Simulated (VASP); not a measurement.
**Si4N: single point with PBE**

The system is Si4N.

```xyz
5
Lattice="-1.9938 2.8886 3.5968 1.9938 -2.8886 3.5968 1.9938 2.8886 -3.5968" Properties=species:S:1:pos:R:3 pbc="T T T"
Si    0.0000    4.2437    1.1652
Si    1.9938   -1.3551    2.4316
Si    0.0000    1.5335    1.1652
Si    1.9938    1.3551    2.4316
N     0.0000    0.0000    0.0000
```

The cell was built from a structure type or drawn by symmetry, and may not be a known phase.

```json
{
  "Program": "VASP 6.6.1",
  "Task": "single point",
  "Functional": "PBE",
  "Potentials or basis": "VASP PAW PBE potentials, release 64 (Si, N)",
  "Cutoff": "520 eV",
  "k mesh": "6 × 6 × 6",
  "Occupations": "gaussian, width 0.1 eV",
  "Spin": "collinear spin, ferromagnetic start",
  "Starting moments": "[0.0, 0.0, 0.0, 0.0, 1.0] μB",
  "Dipole correction": "no",
  "Further INCAR settings": "ALGO = Normal; EDIFF = 1e-06; NBANDS = 22"
}
```

```json
{
 "Pressure": "0.0 GPa",
 "Largest force": "0.010 eV/Å",
 "Net moment": "0.00 μB per cell",
 "Valence electrons inside the program's atomic spheres": "Si 1.62; N 3.75"
}
```

Forces on the atoms (eV/Å):
```
Si   0.000  0.008 -0.007
Si   0.000 -0.008  0.007
Si   0.000 -0.008 -0.007
Si   0.000  0.008  0.007
N    0.000  0.000  0.000
```

Stress tensor (GPa, compression positive):
```
-0.07  0.00  0.00
 0.00  0.03  0.00
 0.00  0.00 -0.09
```

Levels at points of the mesh, in eV from the Fermi level:
Spin up:
```tsv
k point	band 7	band 8	band 9	band 10	band 11	band 12	band 13	band 14
(0.00, 0.00, 0.00)	-3.57	-3.32	-2.50	-1.79	-0.35	1.34	2.38	2.54
(0.50, 0.00, 0.00)	-3.65	-3.21	-2.53	-0.52	0.14	0.76	1.20	2.52
(0.00, 0.50, 0.00)	-4.34	-4.00	-3.05	-1.52	0.29	0.82	1.43	4.32
(0.50, 0.50, 0.00)	-4.14	-3.41	-2.92	-1.67	0.53	2.06	2.82	3.26
(0.50, 0.50, 0.50)	-4.20	-1.47	-0.64	-0.54	-0.10	1.53	1.65	3.15
```
Spin down:
| k point | band 6 | band 7 | band 8 | band 9 | band 10 | band 11 | band 12 | band 13 | band 14 | band 15 |
| --- | --- | --- | --- | --- | --- | --- | --- | --- | --- | --- |
| (0.00, 0.00, 0.00) | -3.76 | -3.57 | -3.32 | -2.50 | -1.79 | -0.35 | 1.34 | 2.38 | 2.54 | 2.98 |
| (0.50, 0.00, 0.00) | -4.28 | -3.65 | -3.21 | -2.53 | -0.52 | 0.14 | 0.76 | 1.20 | 2.52 | 3.16 |
| (0.00, 0.50, 0.00) | -5.90 | -4.34 | -4.00 | -3.05 | -1.52 | 0.29 | 0.82 | 1.43 | 4.32 | 5.36 |
| (0.50, 0.50, 0.00) | -6.71 | -4.14 | -3.41 | -2.92 | -1.67 | 0.53 | 2.06 | 2.82 | 3.26 | 3.27 |
| (0.50, 0.50, 0.50) | -4.78 | -4.20 | -1.47 | -0.64 | -0.54 | -0.10 | 1.53 | 1.65 | 3.15 | 3.27 |

Run time: 5.5 min on 1 thread of AMD EPYC 7R13 (shared host), peak memory 0.31 GiB.
